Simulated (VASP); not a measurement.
Here is a VASP 6.6.1 calculation.

File INCAR:

```
SYSTEM = Cu
PREC = Accurate ; ENCUT = 520
EDIFF = 1E-8 ; ISMEAR = -1
SIGMA = 0.03 ; LREAL = .FALSE.
LASPH = .TRUE. ; NELM = 60
ALGO = Normal ; ISIF = 2
LWAVE = .FALSE. ; LCHARG = .FALSE.
GGA = PE ; LEFG = .TRUE.
NBANDS = 12
```

KPOINTS

```
regular mesh
0
G
  17 17 17
  0 0 0
```

The input POSCAR:

```
Cu
1.0
    0.0000000000      1.8447719626      1.7352000000
    1.8447719626      0.0000000000      1.7352000000
    1.8447719626      1.8447719626      0.0000000000
Cu
1
Direct
    0.0000000000      0.0000000000      0.0000000000
```

Potentials or basis: VASP PAW PBE potentials, release 64 (Cu).

Command:

```bash
$ cat potpaw_PBE.64/Cu/POTCAR > POTCAR
$ mpirun -np 1 vasp_std > vasp.out
```

Estimate the pressure.

2.3 GPa.

Stress tensor (GPa, compression positive):
```
1.65 0.00 0.00
0.00 1.65 0.00
0.00 0.00 3.55
```

Caveat: without QUAD_EFG the Cq values of the log hold for a quadrupole moment of 1 mb, not for the nuclei.
